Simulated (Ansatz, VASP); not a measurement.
One calculation of MgO, two programs

File INCAR:

```
SYSTEM = MgO
PREC = Accurate
ENCUT = 520
EDIFF = 1E-6
ISMEAR = 0
SIGMA = 0.05
LREAL = .FALSE.
LASPH = .TRUE.
NELM = 60
ALGO = Normal
ISIF = 2
LWAVE = .FALSE.
LCHARG = .FALSE.
GGA = PE
NBANDS = 16
```

KPOINTS

```
Automatic mesh
0
G
  9 9 6
  0 0 0
```

File POSCAR:

```
MgO
1.0
    3.3915168022      0.0000000000      0.0000000000
   -1.6957584011      2.9371397080      0.0000000000
    0.0000000000      0.0000000000      4.4238945167
Mg O
2 2
Direct
    0.6666666667      0.3333333333      0.7500000000
    0.3333333333      0.6666666667      0.2500000000
    0.6666666667      0.3333333333      0.2500000000
    0.3333333333      0.6666666667      0.7500000000
```

Input for Ansatz:

```yaml
crystal:
  lattice:
    - [3.3915168022, 0.0, 0.0]
    - [-1.6957584011, 2.937139708, 0.0]
    - [0.0, 0.0, 4.4238945167]
  atoms:
    - { symbol: Mg, position: [0.6666666667, 0.3333333333, 0.75] }
    - { symbol: Mg, position: [0.3333333333, 0.6666666667, 0.25] }
    - { symbol: O, position: [0.6666666667, 0.3333333333, 0.25] }
    - { symbol: O, position: [0.3333333333, 0.6666666667, 0.75] }
basis:
  ecutwfc: 520.0
kpoints:
  mp_grid: { grid: [9, 9, 6] }
hamiltonian:
  xc: pbe
  pseudopotentials: { kind: paw, azcp: { folder: soft_1 } }
scf:
  occupations: { method: gaussian, width: 0.05 }
output:
  forces: true
  stress: true
  eigenvalues: true
```

Alike in both runs: task single point; functional PBE; k mesh 9 × 9 × 6; occupations gaussian, width 0.05 eV; no spin polarisation.

```csv
,VASP,Ansatz
version,VASP 6.6.1,Ansatz 0.2.0
potentials or method,"VASP PAW PBE potentials, release 64 (Mg, O), cutoff 520 eV","scalar-relativistic, plane waves, PAW"
valence electrons in the cell,16,32
```

|  | VASP | Ansatz | Ansatz less VASP |
| --- | --- | --- | --- |
| gap on the k mesh at the Fermi level (eV) | 3.34 | 3.36 | +0.021 |
| least direct gap on the mesh (eV) | 3.34 | 3.36 | +0.021 |
| pressure (GPa) | 5.1 | 5.6 | +0.53 |
| traceless stress, the component that is largest in VASP (GPa) | -8.74 | -8.56 | +0.183 |

With one functional, cell and mesh, what is left measures potentials, basis and numerics. VASP's potentials hold 16 valence electrons a cell and Ansatz's 32, so a difference there can come from the potentials and not from the codes.
